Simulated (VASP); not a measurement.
# Be (Fd-3m) in VASP: further runs, part 2 of 2

VASP 6.6.1.

## (3) Single point, PBEsol

This run uses another cell than the first one, of 8.44 Å³/atom.

INCAR

```
SYSTEM = Be
  ALGO = Normal
  EDIFF = 1E-6
  ENCUT = 600
  GGA = PS
  GGA_COMPAT = .False.
  ISIF = 2
  ISMEAR = 1
  LASPH = .True.
  LCHARG = .False.
  LREAL = .False.
  LWAVE = .False.
  NBANDS = 9
  NELM = 120
  PREC = Accurate
  SIGMA = 0.05
```

KPOINTS

```
k-points
0
Gamma
  8 8 8
  0 0 0
```

POSCAR

```
Be
1.0
    0.0000000000      2.0360353494      2.0360353494
    2.0360353494      0.0000000000      2.0360353494
    2.0360353494      2.0360353494      0.0000000000
Be
2
Direct
    1.0000000000      1.0000000000      1.0000000000
    0.2500000000      0.2500000000      0.2500000000
```

Potentials or basis: VASP PAW PBE potentials, release 64 (Be).

The run is started by

```
$ cat potpaw_PBE.64/Be/POTCAR > POTCAR
$ mpirun -np 1 vasp_std > vasp.out
```

OUTCAR:

```text
SYSTEM = Be
   EDIFF = 1E-6
   ENCUT = 600
   GGA = PS
   ISIF = 2
   ISMEAR = 1
   LASPH = .True.
   LREAL = .False.
   NELM = 120
   PREC = Accurate

 ion  position               nearest neighbor table
   1  0.000  0.000  0.000-   2 1.76   2 1.76   2 1.76   2 1.76
   2  0.250  0.250  0.250-   1 1.76   1 1.76   1 1.76   1 1.76

  LATTYP: Found a face centered cubic cell.
 ALAT       =     4.0720706988

  Lattice vectors:

 A1 = (   0.0000000000,   2.0360353494,   2.0360353494)
 A2 = (   2.0360353494,   0.0000000000,   2.0360353494)
 A3 = (   2.0360353494,   2.0360353494,   0.0000000000)

Analysis of symmetry for initial positions (statically):
=====================================================================
 Subroutine PRICEL returns:
 Original cell was already a primitive cell.

 Routine SETGRP: Setting up the symmetry group for a
 face centered cubic supercell.

 Subroutine GETGRP returns: Found 48 space group operations
 (whereof 24 operations were pure point group operations)
 out of a pool of 48 trial point group operations.

The static configuration has the point symmetry T_d .
 The point group associated with its full space group is O_h .

Analysis of symmetry for dynamics (positions and initial velocities):
=====================================================================
 Subroutine PRICEL returns:
 Original cell was already a primitive cell.

 Routine SETGRP: Setting up the symmetry group for a
 face centered cubic supercell.

 Subroutine GETGRP returns: Found 48 space group operations
 (whereof 24 operations were pure point group operations)
 out of a pool of 48 trial point group operations.

The dynamic configuration has the point symmetry T_d .
 The point group associated with its full space group is O_h .

 Subroutine INISYM returns: Found 48 space group operations
 (whereof 24 operations are pure point group operations),
 and found     1 'primitive' translations

[... 116 lines left out ...]
  Fermi-wavevector in a.u.,A,eV,Ry     =   1.013055  1.914396 13.963382  1.026280
  Thomas-Fermi vector in A             =   2.146201
   LORBIT       =      0    0 simple, 1 ext, 2 COOP (PROOUT), +10 PAW based schemes
   GGA     = PS    functional components
   LHFCALC =     F    Hartree Fock is set to
   AEXX    =    0.0000 exact exchange contribution
   IVDW    =     0    specifies the selected vdW correction
   LEPSILON=     F    determine dielectric tensor
   LRPA    =     F    only Hartree local field effects (RPA)
 non-spin polarized calculation
 Methfessel and Paxton  Order N= 1 SIGMA  =   0.05
  energy-cutoff  :      600.00
  volume of cell :       16.88
 maximum number of plane-waves:       588
   NGX = 11   NGY = 11   NGZ = 11

 number of electron       4.0000000 magnetization

 Free energy of the ion-electron system (eV)
  ---------------------------------------------------
  ext. energy  EPLUGINS =         0.00000000
  ---------------------------------------------------
  free energy    TOTEN  =        -3.07148707 eV

  energy without entropy =       -3.07108723  energy(sigma->0) =       -3.07135379

 E-fermi :   5.6371     XC(G=0): -10.3092

 val. band max:        5.4206187313   @ k =  -0.2500   0.2500   0.0000
 cond. band min:       5.6476942782   @ k =   0.5000   0.3750   0.1250
 fundamental gap:      0.2270755469
 Fermi energy:         5.6370595280

 k-point     1 :       0.0000    0.0000    0.0000
  band No.  band energies     occupation
      1      -4.4337      2.00000
      2      12.4600      0.00000
      3      12.4600      0.00000
      4      12.4600      0.00000
      5      15.5209      0.00000
      6      15.5209      0.00000
      7      15.5209      0.00000
      8      26.9058      0.00000
      9      27.2585      0.00000
[... 265 lines left out ...]
 k-point    24 :      -0.3750    0.2500    0.1250
  band No.  band energies     occupation
      1       0.6010      2.00000
      2       2.1489      2.00000
      3       7.1875      0.00000
      4       7.4175      0.00000
      5      16.1091      0.00000
      6      19.1876      0.00000
      7      23.2693      0.00000
      8      24.4019      0.00000
      9      26.4053      0.00000

 [... further k-points ...]

------------------------ aborting loop because EDIFF is reached ----------------------------------------

  FORCE on cell =-STRESS in cart. coord.  units (eV):
  Direction    XX          YY          ZZ          XY          YZ          ZX
  --------------------------------------------------------------------------------------
  -------------------------------------------------------------------------------------
  Total        6.3653568      6.3653568      6.3653568      0.0000000      0.0000000      0.0000000
  in kB      604.1536398    604.1536398    604.1536398      0.0000000      0.0000000      0.0000000
  external PRESSURE =     604.1536398 kB  Pullay stress =       0.0000000 kB

 VOLUME and BASIS-vectors are now :
 -----------------------------------------------------------------------------
  energy-cutoff  :      600.00
  volume of cell :       16.88
      direct lattice vectors                 reciprocal lattice vectors
     0.000000000  2.036035349  2.036035349    -0.245575304  0.245575304  0.245575304
     2.036035349  0.000000000  2.036035349     0.245575304 -0.245575304  0.245575304
     2.036035349  2.036035349  0.000000000     0.245575304  0.245575304 -0.245575304

 POSITION                                       TOTAL-FORCE (eV/Angst)
 -----------------------------------------------------------------------------------
      0.00000      0.00000      0.00000        -0.000000     -0.000000     -0.000000
      1.01802      1.01802      1.01802         0.000000      0.000000      0.000000
 -----------------------------------------------------------------------------------
    total drift:                               -0.000000      0.000000      0.000000

  FREE ENERGIE OF THE ION-ELECTRON SYSTEM (eV)
  ---------------------------------------------------
  free  energy   TOTEN  =        -3.0714870712 eV

  energy  without entropy=       -3.0710872335  energy(sigma->0) =       -3.07135379
```

stdout:

```text
POSCAR found type information on POSCAR Be
 POSCAR found :  1 types and       2 ions
 scaLAPACK will be used
 -----------------------------------------------------------------------------
|                                                                             |
|                                                                             |
|     You enforced a specific xc type in the INCAR file but a different       |
|     I HOPE YOU KNOW WHAT YOU ARE DOING!                                     |
|                                                                             |
 -----------------------------------------------------------------------------

 LDA part: xc-table for (Slater+PW92), standard interpolation
 POSCAR, INCAR and KPOINTS ok, starting setup
 FFT: planning ... GRIDC
 FFT: planning ... GRID_SOFT
 FFT: planning ... GRID
 WAVECAR not read
 entering main loop
```

Run time: 1.9 s. Hardware: 1 thread of Intel Xeon 6975P-C (Granite Rapids), shared host; peak memory 0.13 GiB.

Results:

```
Free energy            : -3.0715 eV
Pressure               : 60.4 GPa
Band gap on the k mesh : zero (bands 2 and 3 overlap by 8.84 eV)
```

Caveat: the cell stands under pressure; the PAW data sets were made with another functional, which shifts forces and pressure a little.

## (4) Single point, PBEsol

This run uses another cell than the first one, of 10.95 Å³/atom.

INCAR

```
PREC = Accurate
ENCUT = 600
EDIFF = 1E-6
ISMEAR = 1
SIGMA = 0.05
LREAL = F
LASPH = T
NELM = 120
ALGO = Normal
ISIF = 2
LWAVE = F
LCHARG = T
GGA = PS
LELF = T
LVHAR = T
NBANDS = 9
GGA_COMPAT = F
```

KPOINTS

```
Automatic mesh
0
Gamma
  8 8 8
```

POSCAR

```
Be
1.0
    0.0000000000      2.2209183820      2.2209183820
    2.2209183820      0.0000000000      2.2209183820
    2.2209183820      2.2209183820      0.0000000000
Be
2
Direct
    1.0000000000      1.0000000000      1.0000000000
    0.2500000000      0.2500000000      0.2500000000
```

Potentials or basis: VASP PAW PBE potentials, release 64 (Be).

The run is started by

```
$ cat potpaw_PBE.64/Be/POTCAR > POTCAR
$ mpirun -np 1 vasp_std > vasp.out
```

OUTCAR:

```text
PREC = Accurate
   ENCUT = 600
   EDIFF = 1E-6
   ISMEAR = 1
   LREAL = F
   LASPH = T
   NELM = 120
   ISIF = 2
   GGA = PS

 ion  position               nearest neighbor table
   1  0.000  0.000  0.000-   2 1.92   2 1.92   2 1.92   2 1.92
   2  0.250  0.250  0.250-   1 1.92   1 1.92   1 1.92   1 1.92

  LATTYP: Found a face centered cubic cell.
 ALAT       =     4.4418367640

  Lattice vectors:

 A1 = (   0.0000000000,   2.2209183820,   2.2209183820)
 A2 = (   2.2209183820,   0.0000000000,   2.2209183820)
 A3 = (   2.2209183820,   2.2209183820,   0.0000000000)

Analysis of symmetry for initial positions (statically):
=====================================================================
 Subroutine PRICEL returns:
 Original cell was already a primitive cell.

 Routine SETGRP: Setting up the symmetry group for a
 face centered cubic supercell.

 Subroutine GETGRP returns: Found 48 space group operations
 (whereof 24 operations were pure point group operations)
 out of a pool of 48 trial point group operations.

The static configuration has the point symmetry T_d .
 The point group associated with its full space group is O_h .

Analysis of symmetry for dynamics (positions and initial velocities):
=====================================================================
 Subroutine PRICEL returns:
 Original cell was already a primitive cell.

 Routine SETGRP: Setting up the symmetry group for a
 face centered cubic supercell.

 Subroutine GETGRP returns: Found 48 space group operations
 (whereof 24 operations were pure point group operations)
 out of a pool of 48 trial point group operations.

The dynamic configuration has the point symmetry T_d .
 The point group associated with its full space group is O_h .

 Subroutine INISYM returns: Found 48 space group operations
 (whereof 24 operations are pure point group operations),
 and found     1 'primitive' translations

----------------------------------------------------------------------------------------

                                     Primitive cell

  volume of cell :      21.9093

  direct lattice vectors                    reciprocal lattice vectors
     0.000000000  2.220918382  2.220918382    -0.225132091  0.225132091  0.225132091
     2.220918382  0.000000000  2.220918382     0.225132091 -0.225132091  0.225132091
     2.220918382  2.220918382  0.000000000     0.225132091  0.225132091 -0.225132091

  length of vectors
     3.140852897  3.140852897  3.140852897     0.389940221  0.389940221  0.389940221

  position of ions in fractional coordinates (direct lattice)
     0.000000000  0.000000000  0.000000000
     0.250000000  0.250000000  0.250000000

  ion indices of the primitive-cell ions
   primitive index   ion index
                 1           1
                 2           2

----------------------------------------------------------------------------------------

 KPOINTS: Automatic mesh

Automatic generation of k-mesh.
 Grid dimensions read from file:
 generate k-points for:    8    8    8

 Generating k-lattice:

  Cartesian coordinates                     Fractional coordinates (reciprocal lattice)
    -0.028141511  0.028141511  0.028141511     0.125000000  0.000000000  0.000000000
     0.028141511 -0.028141511  0.028141511     0.000000000  0.125000000  0.000000000
     0.028141511  0.028141511 -0.028141511     0.000000000  0.000000000  0.125000000

  Length of vectors
     0.048742528  0.048742528  0.048742528

  Shift w.r.t. Gamma in fractional coordinates (k-lattice)
     0.000000000  0.000000000  0.000000000

 Subroutine IBZKPT returns following result:
 ===========================================

 Found     29 irreducible k-points:

 Following reciprocal coordinates:
            Coordinates               Weight
  0.000000  0.000000  0.000000      1.000000
  0.125000  0.000000  0.000000      8.000000
  0.250000  0.000000  0.000000      8.000000
  0.375000  0.000000  0.000000      8.000000
  0.500000  0.000000  0.000000      4.000000
  0.125000  0.125000  0.000000      6.000000
[... 16 lines left out ...]
  0.500000  0.250000  0.125000     48.000000
 -0.375000  0.250000  0.125000     24.000000
 [... further k-points ...]
   k-points           NKPTS =     29   k-points in BZ     NKDIM =     29   number of bands    NBANDS=      9
   number of dos      NEDOS =    301   number of ions     NIONS =      2
   total plane-waves  NPLWV =  21952
   dimension x,y,z NGX =    28 NGY =   28 NGZ =   28
   dimension x,y,z NGXF=    56 NGYF=   56 NGZF=   56
   ions per type =               2
   NGX,Y,Z   is equivalent  to a cutoff of  14.82, 14.82, 14.82 a.u.
   NGXF,Y,Z  is equivalent  to a cutoff of  29.64, 29.64, 29.64 a.u.
 SYSTEM =  unknown system
   PREC   = accura    normal or accurate (medium, high low for compatibility)
   ISTART =      0    job   : 0-new  1-cont  2-samecut
   ICHARG =      2    charge: 1-file 2-atom 10-const
   ISPIN  =      1    spin polarized calculation?
   LNONCOLLINEAR =      F non collinear calculations
   LSORBIT =      F    spin-orbit coupling
   LASPH  =      T    aspherical Exc in radial PAW
   ENCUT  =  600.0 eV  44.10 Ry    6.64 a.u.   6.27  6.27  6.27*2*pi/ulx,y,z
   NELM   =    120;   NELMIN=  2; NELMDL= -5     # of ELM steps
   EDIFF  = 0.1E-05   stopping-criterion for ELM
   LREAL  =      F    real-space projection
   EDIFFG = 0.1E-04   stopping-criterion for IOM
   NSW    =      0    number of steps for IOM
   IBRION =     -1    ionic relax: 0-MD 1-quasi-New 2-CG
   NFREE  =      0    steps in history (QN), initial steepest desc. (CG)
   ISIF   =      2    stress and relaxation
   ISYM   =      2    0-nonsym 1-usesym 2-fastsym
   POTIM  = 0.5000    time-step for ionic-motion
   TEBEG  =    0.0;   TEEND  =   0.0 temperature during run
   PSTRESS=    0.0 pullay stress
   NELECT =       4.0000    total number of electrons
   NUPDOWN=      -1.0000    fix difference up-down
   EMIN   =  10.00;   EMAX   =-10.00  energy-range for DOS
   EFERMI =   0.00;   METHOD = LEGACY
   ISMEAR =     1;   SIGMA  =   0.05  broadening in eV -4-tet -1-fermi 0-gaus
   EFERMI_NEDOS =   21; number of points for ismear=-14 and -15
   IALGO  =     38    algorithm
   IMIX   =      4    mixing-type and parameters
     AMIX     =   0.40;   BMIX     =  1.00
     AMIX_MAG =   1.60;   BMIX_MAG =  1.00
  volume/ion in A,a.u.               =      10.95        73.93
  Fermi-wavevector in a.u.,A,eV,Ry     =   0.928722  1.755029 11.735350  0.862524
  Thomas-Fermi vector in A             =   2.054928
   LORBIT       =      0    0 simple, 1 ext, 2 COOP (PROOUT), +10 PAW based schemes
   GGA     = PS    functional components
   LHFCALC =     F    Hartree Fock is set to
   AEXX    =    0.0000 exact exchange contribution
   IVDW    =     0    specifies the selected vdW correction
   LEPSILON=     F    determine dielectric tensor
   LRPA    =     F    only Hartree local field effects (RPA)
 non-spin polarized calculation
 Methfessel and Paxton  Order N= 1 SIGMA  =   0.05
  energy-cutoff  :      600.00
  volume of cell :       21.91
 maximum number of plane-waves:       745
 NGX is ok and might be reduce to    28
   NGX = 13   NGY = 13   NGZ = 13

 number of electron       4.0000000 magnetization

 Free energy of the ion-electron system (eV)
  ---------------------------------------------------
  ext. energy  EPLUGINS =         0.00000000
  ---------------------------------------------------
  free energy    TOTEN  =        -4.24085790 eV

  energy without entropy =       -4.24034044  energy(sigma->0) =       -4.24068541

 E-fermi :   3.6252     XC(G=0):  -9.4704

 val. band max:        3.4213643687   @ k =  -0.2500   0.2500   0.0000
 cond. band min:       3.6313179412   @ k =  -0.3750   0.2500   0.0000
 fundamental gap:      0.2099535725
 Fermi energy:         3.6251899742

 k-point     1 :       0.0000    0.0000    0.0000
  band No.  band energies     occupation
      1      -5.0731      2.00000
      2       9.3762      0.00000
      3       9.3762      0.00000
      4       9.3762      0.00000
      5      12.1683      0.00000
      6      12.1683      0.00000
      7      12.1683      0.00000
      8      21.3353      0.00000
      9      21.3742      0.00000
[... 265 lines left out ...]
 k-point    24 :      -0.3750    0.2500    0.1250
  band No.  band energies     occupation
      1      -0.2796      2.00000
      2       0.2658      2.00000
      3       4.8867      0.00000
      4       5.3274      0.00000
      5      12.8113      0.00000
      6      15.1453      0.00000
      7      18.7097      0.00000
      8      19.4641      0.00000
      9      20.5900      0.00000

 [... further k-points ...]

------------------------ aborting loop because EDIFF is reached ----------------------------------------

  FORCE on cell =-STRESS in cart. coord.  units (eV):
  Direction    XX          YY          ZZ          XY          YZ          ZX
  --------------------------------------------------------------------------------------
  -------------------------------------------------------------------------------------
  Total        2.7642332      2.7642332      2.7642332     -0.0000000     -0.0000000      0.0000000
  in kB      202.1424239    202.1424239    202.1424239     -0.0000000     -0.0000000      0.0000000
  external PRESSURE =     202.1424239 kB  Pullay stress =       0.0000000 kB

 VOLUME and BASIS-vectors are now :
 -----------------------------------------------------------------------------
  energy-cutoff  :      600.00
  volume of cell :       21.91
      direct lattice vectors                 reciprocal lattice vectors
     0.000000000  2.220918382  2.220918382    -0.225132091  0.225132091  0.225132091
     2.220918382  0.000000000  2.220918382     0.225132091 -0.225132091  0.225132091
     2.220918382  2.220918382  0.000000000     0.225132091  0.225132091 -0.225132091

 POSITION                                       TOTAL-FORCE (eV/Angst)
 -----------------------------------------------------------------------------------
      0.00000      0.00000      0.00000        -0.000000     -0.000000     -0.000000
      1.11046      1.11046      1.11046         0.000000      0.000000      0.000000
 -----------------------------------------------------------------------------------
    total drift:                                0.000000      0.000000     -0.000000

  FREE ENERGIE OF THE ION-ELECTRON SYSTEM (eV)
  ---------------------------------------------------
  free  energy   TOTEN  =        -4.2408578998 eV

  energy  without entropy=       -4.2403404414  energy(sigma->0) =       -4.24068541
```

OSZICAR:

```text
N       E                     dE             d eps       ncg     rms          rms(c)
DAV:   1     0.786626396576E+00    0.78663E+00   -0.19844E+03   522   0.394E+02
DAV:   2    -0.422611228837E+01   -0.50127E+01   -0.47877E+01   818   0.535E+01
DAV:   3    -0.429351997897E+01   -0.67408E-01   -0.67234E-01   611   0.427E+00
DAV:   4    -0.429368530045E+01   -0.16532E-03   -0.16531E-03   732   0.227E-01
DAV:   5    -0.429368545635E+01   -0.15590E-06   -0.15617E-06   627   0.607E-03    0.113E+00
DAV:   6    -0.425667423371E+01    0.37011E-01   -0.12650E-02   701   0.785E-01    0.677E-01
DAV:   7    -0.424085877649E+01    0.15815E-01   -0.19316E-02   718   0.869E-01    0.377E-02
DAV:   8    -0.424086139069E+01   -0.26142E-05   -0.95878E-05   616   0.644E-02    0.877E-03
DAV:   9    -0.424085784696E+01    0.35437E-05   -0.40972E-06   635   0.137E-02    0.184E-03
DAV:  10    -0.424085789981E+01   -0.52846E-07   -0.34958E-08   348   0.127E-03
   1 F= -.42408579E+01 E0= -.42406854E+01  d E =-.517458E-03
```

It took 3.5 s on 1 thread of Intel Xeon 6975P-C (Granite Rapids), shared host; peak memory 0.14 GiB.

What came out:

```
Free energy            : -4.2409 eV
Pressure               : 20.2 GPa
Band gap on the k mesh : zero (bands 2 and 3 overlap by 7.87 eV)
```

Levels at points of the mesh, in eV from the Fermi level:
```tsv
k point	band 1	band 2	band 3	band 4	band 5	band 6	band 7
(0.00, 0.00, 0.00)	-8.70	5.75	5.75	5.75	8.54	8.54	8.54
(0.50, 0.00, 0.00)	-4.71	-3.95	3.55	3.55	9.74	9.74	13.40
(0.50, 0.50, 0.00)	-2.85	-2.85	0.57	0.57	7.35	7.35	18.81
```

Caveat: the cell stands under pressure; the PAW data sets were made with another functional, which shifts forces and pressure a little.

## (5) Overview

```csv
cell,gap on the mesh (eV),pressure (GPa)
"a = 2.986 Å, angles 60.0°, 2 atoms",none,40.3
"a = 2.879 Å, angles 60.0°, 2 atoms",none,60.4
"a = 3.141 Å, angles 60.0°, 2 atoms",none,20.2
```

Alike in all rows: task single point; level PBEsol; potentials or basis VASP PAW PBE potentials, release 64 (Be); no spin polarisation; k mesh 8 × 8 × 8; cutoff (eV) 600; smearing methfessel-paxton 0.05 eV.

Caveats: the cell stands under pressure; the PAW data sets were made with another functional, which shifts forces and pressure a little.

Absolute energies hang on the potentials; compare differences alone.
